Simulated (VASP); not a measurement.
A run of VASP 6.6.1:

Contents of INCAR:

```
SYSTEM = Ti3N3O
PREC = Accurate
ENCUT = 520
EDIFF = 1E-6
ISMEAR = 0
SIGMA = 0.1
LREAL = .False.
LASPH = .True.
NELM = 150
ALGO = Normal
ISIF = 2
LWAVE = .False.
LCHARG = .False.
ISPIN = 2
MAGMOM = 0 0 0 0 0 0 2
LORBIT = 11
LMAXMIX = 4
LDIPOL = .True.
IDIPOL = 3
DIPOL = 0.5 0.5 0.350
GGA = PE
NBANDS = 42
```

Contents of KPOINTS:

```
Automatic mesh
0
Gamma
  9 9 1
  0 0 0
```

The input POSCAR:

```
Ti3N3O
1.0
    3.0028555065      0.0000000000      0.0000000000
   -1.5014277533      2.6005491526      0.0000000000
    0.0000000000      0.0000000000     23.0541471875
N Ti O
3 3 1
Direct
    0.3333333333      0.6666666667      0.1735045746
    0.0000000000      0.0000000000      0.2798551255
    0.6666666667      0.3333333333      0.3877458571
    0.6666666667      0.3333333333      0.2266798501
    0.3333333333      0.6666666667      0.3342486897
    0.0000000000      0.0000000000      0.4361101326
    0.3333333333      0.0000000000      0.6100484686
```

Potentials or basis: VASP PAW PBE potentials, release 64 (N, Ti_sv, O).

Command:

```sh
$ cat potpaw_PBE.64/N/POTCAR potpaw_PBE.64/Ti_sv/POTCAR potpaw_PBE.64/O/POTCAR > POTCAR
$ mpirun -np 1 vasp_std > vasp.out
```

Hardware: 1 thread of AMD EPYC 9R45 96-Core Processor (Zen 5), on a shared host.

Estimate the wall time of this run.

Run time: 37 min on 1 thread of AMD EPYC 9R45 96-Core Processor (Zen 5), on a shared host, peak memory 0.66 GiB. Counts: scf iterations 84, k points 41.
